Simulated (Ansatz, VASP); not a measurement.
# One calculation of NaH, two programs

File INCAR:

```
SYSTEM = NaH
PREC = Accurate
ENCUT = 600
EDIFF = 1E-6
ISMEAR = -1
SIGMA = 0.02
LREAL = .False.
LASPH = .True.
NELM = 60
ALGO = Normal
ISIF = 3
LWAVE = .False.
LCHARG = .False.
GGA = PS
IBRION = 2
NSW = 80
EDIFFG = -0.01
```

KPOINTS

```
regular mesh
0
Gamma
  10 10 10
  0 0 0
```

The input POSCAR:

```
NaH
1.0
    0.0000000000      2.4400000000      2.4400000000
    2.4400000000      0.0000000000      2.4400000000
    2.4400000000      2.4400000000      0.0000000000
Na H
1 1
Direct
    0.0000000000      0.0000000000      0.0000000000
    0.5000000000      0.5000000000      0.5000000000
```

Input for Ansatz:

```yaml
crystal:
  lattice:
    - [0.0, 2.44, 2.44]
    - [2.44, 0.0, 2.44]
    - [2.44, 2.44, 0.0]
  atoms:
    - { symbol: Na, position: [0.0, 0.0, 0.0] }
    - { symbol: H, position: [0.5, 0.5, 0.5] }
  symmetry: { tolerance: 0.0003 }
hamiltonian:
  xc: pbesol
  pseudopotentials: { kind: paw, azcp: { folder: soft_1 } }
basis:
  ecutwfc: 420
magnetization:
  spin_polarized: false
scf:
  occupations: { method: fermi_dirac, width: 0.02 }
kpoints:
  mp_grid: { grid: [10, 10, 10], shift: [0, 0, 0] }
output:
  forces: true
  stress: true
  eigenvalues: true
relax:
  max_steps: 60
  cell: {}
```

Alike in both runs: task relaxation of cell and atoms; functional PBEsol; k mesh 10 × 10 × 10; occupations fermi-dirac, width 0.02 eV; no spin polarisation.

```csv
,VASP,Ansatz
version,VASP 6.6.1,Ansatz 0.2.0
potentials or method,"VASP PAW PBE potentials, release 64 (Na_pv, H), cutoff 600 eV",PAW plane waves
valence electrons in the cell,8,10
```

|  | VASP | Ansatz | Ansatz less VASP |
| --- | --- | --- | --- |
| gap on the k mesh at the Fermi level, each at its own relaxed structure (eV) | 3.62 | 3.63 | +0.004 |
| relaxed volume (Å³/atom) | 13.76 | 13.75 | -0.011 |
| relaxed cell length with the largest relative difference (Å) | 3.389 | 3.388 | -0.0009 |

VASP's potentials were made for PBE, not for PBEsol, and Ansatz warns of the same on its side. VASP's potentials hold 8 valence electrons a cell and Ansatz's 10, so a difference there can come from the potentials and not from the codes.
